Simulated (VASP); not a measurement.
# BeRh2 (I4_1/amd) in VASP: notebook, part 2 of 2

VASP 6.6.1.

### Step 3. Single point, PBE

This run uses another cell than the first one, of 12.55 Å³/atom.

The input, INCAR:

```
PREC     = Accurate       # precision mode
ENCUT    = 520            # plane-wave cutoff, eV
EDIFF    = 1E-6           # SCF threshold, eV
ISMEAR   = 0              # smearing method
SIGMA    = 0.1            # smearing width, eV
LREAL    = False          # projectors in reciprocal space
LASPH    = True           # aspherical terms in the spheres
NELM     = 80             # most SCF steps
ALGO     = Fast           # electronic algorithm
ISIF     = 2              # what is computed and relaxed
LWAVE    = False          # write WAVECAR
LCHARG   = False          # write CHGCAR
GGA      = PE             # functional
NBANDS   = 41             # bands
```

The input, KPOINTS:

```
Automatic mesh
0
Gamma
  12 12 12
```

The input, POSCAR:

```
BeRh2
1.0
   -2.2081658165      2.2081658165      3.8608236094
    2.2081658165     -2.2081658165      3.8608236094
    2.2081658165      2.2081658165     -3.8608236094
Be Rh
2 4
Direct
    0.0000000000      0.0000000000      0.0000000000
    0.7500000000      0.2500000000      0.5000000000
    0.2860910664      0.2860910664      0.0000000000
    0.0360910664      0.5360910664      0.5000000000
    0.4639089336      0.9639089336      0.5000000000
    0.7139089336      0.7139089336      0.0000000000
```

Potentials or basis: VASP PAW PBE potentials, release 64 (Be, Rh_pv).

Command:

```sh
cat potpaw_PBE.64/Be/POTCAR potpaw_PBE.64/Rh_pv/POTCAR > POTCAR
mpirun -np 1 vasp_std > vasp.out
```

OUTCAR:

```text
PREC = Accurate
   ENCUT = 520
   EDIFF = 1E-6
   ISMEAR = 0
   LREAL = False
   LASPH = True
   NELM = 80
   ISIF = 2
   GGA = PE

 ion  position               nearest neighbor table
   1  0.000  0.000  0.000-   3 2.21   6 2.21   5 2.23   4 2.23   4 2.23   5 2.23
   2  0.750  0.250  0.500-   4 2.21   5 2.21   3 2.23   6 2.23   3 2.23   6 2.23
   3  0.286  0.286  0.000-   1 2.21   2 2.23   2 2.23   5 2.60   5 2.60   4 2.93   4 2.93   4 2.93
                             4 2.93   6 3.17   6 3.17   6 3.17   6 3.17   6 3.30   5 3.33   5 3.33
   4  0.036  0.536  0.500-   2 2.21   1 2.23   1 2.23   6 2.60   6 2.60   3 2.93   3 2.93   3 2.93
                             3 2.93   5 3.17   5 3.17   5 3.17   5 3.17   5 3.30   6 3.33   6 3.33
   5  0.464  0.964  0.500-   2 2.21   1 2.23   1 2.23   3 2.60   3 2.60   6 2.93   6 2.93   6 2.93
                             6 2.93   4 3.17   4 3.17   4 3.17   4 3.17   4 3.30   3 3.33   3 3.33
   6  0.714  0.714  0.000-   1 2.21   2 2.23   2 2.23   4 2.60   4 2.60   5 2.93   5 2.93   5 2.93
                             5 2.93   3 3.17   3 3.17   3 3.17   3 3.17   3 3.30   4 3.33   4 3.33

  LATTYP: Found a body centered tetragonal cell.
 ALAT       =     4.4163316330
 C/A-ratio  =     1.7484301136

  Lattice vectors:

[... 196 lines left out ...]

 k-point     1 :       0.0000    0.0000    0.0000
  band No.  band energies     occupation
      1     -36.9146      2.00000
      2     -36.9146      2.00000
      3     -36.8325      2.00000
      4     -36.7243      2.00000
      5     -36.7160      2.00000
      6     -36.7160      2.00000
[... 1045 lines left out ...]
     40      16.3098      0.00000
     41      17.2985      0.00000

 [... further k-points ...]

------------------------ aborting loop because EDIFF is reached ----------------------------------------

  FORCE on cell =-STRESS in cart. coord.  units (eV):
  Direction    XX          YY          ZZ          XY          YZ          ZX
  --------------------------------------------------------------------------------------
  -------------------------------------------------------------------------------------
  Total        0.0329241      0.0329241      0.1117317      0.0000000     -0.0000000      0.0000000
  in kB        0.7005202      0.7005202      2.3772989      0.0000000     -0.0000000      0.0000000
  external PRESSURE =       1.2594465 kB  Pullay stress =       0.0000000 kB

 VOLUME and BASIS-vectors are now :
 -----------------------------------------------------------------------------
  energy-cutoff  :      520.00
  volume of cell :       75.30
      direct lattice vectors                 reciprocal lattice vectors
    -2.208165817  2.208165817  3.860823609     0.000000000  0.226432271  0.129506046
     2.208165817 -2.208165817  3.860823609     0.226432271  0.000000000  0.129506046
     2.208165817  2.208165817 -3.860823609     0.226432271  0.226432271  0.000000000

 POSITION                                       TOTAL-FORCE (eV/Angst)
 -----------------------------------------------------------------------------------
      0.00000      0.00000      0.00000         0.000000      0.000000     -0.000000
      0.00000      2.20817      1.93041         0.000000      0.000000     -0.000000
      0.00000      0.00000      2.20909        -0.000000      0.000000      0.003797
      2.20817      0.00000      0.27868         0.000000     -0.000000      0.003797
      2.20817      0.00000      3.58214         0.000000     -0.000000     -0.003797
      0.00000      0.00000      5.51255        -0.000000      0.000000     -0.003797
 -----------------------------------------------------------------------------------
    total drift:                                0.000000      0.000000     -0.000000

  FREE ENERGIE OF THE ION-ELECTRON SYSTEM (eV)
  ---------------------------------------------------
  free  energy   TOTEN  =       -36.3841607267 eV

  energy  without entropy=      -36.3445379954  energy(sigma->0) =      -36.36434936
```

stdout:

```text
POSCAR found type information on POSCAR BeRh
 POSCAR found :  2 types and       6 ions
 scaLAPACK will be used
 LDA part: xc-table for (Slater+PW92), standard interpolation
 POSCAR, INCAR and KPOINTS ok, starting setup
 FFT: planning ... GRIDC
 FFT: planning ... GRID_SOFT
 FFT: planning ... GRID
 WAVECAR not read
 entering main loop
```

It took 4.7 min on 1 thread of Intel Xeon 6975P-C (Granite Rapids), shared host; peak memory 0.51 GiB.

Results:

```yaml
Free_energy: -36.3842 eV
Pressure: 0.1 GPa
Largest_force: 0.004 eV/Å
Band_gap_on_the_k_mesh: zero (bands 32 and 33 overlap by 0.43 eV)
```

Forces in eV/Å, atoms in the order of the input:
```
Be   0.000  0.000  0.000
Be   0.000  0.000  0.000
Rh   0.000  0.000  0.004
Rh   0.000  0.000  0.004
Rh   0.000  0.000 -0.004
Rh   0.000  0.000 -0.004
```

Stress tensor (GPa, compression positive):
```
0.07 0.00 0.00
0.00 0.07 0.00
0.00 0.00 0.24
```

Levels at points of the mesh, in eV from the Fermi level:
```
           k point  band 29  band 30  band 31  band 32  band 33  band 34  band 35  band 36
(0.00, 0.00, 0.00)    -0.57    -0.14    -0.10    -0.10     0.17     3.61     3.99     3.99
(0.50, 0.00, 0.00)    -0.73    -0.30    -0.25    -0.13    -0.10     0.44     1.48     4.33
(0.50, 0.50, 0.00)    -0.17    -0.17     0.03     0.03     0.30     0.30     0.87     0.87
(0.50, 0.50, 0.50)    -0.24    -0.24    -0.14    -0.14     0.03     0.03     0.56     0.56
```
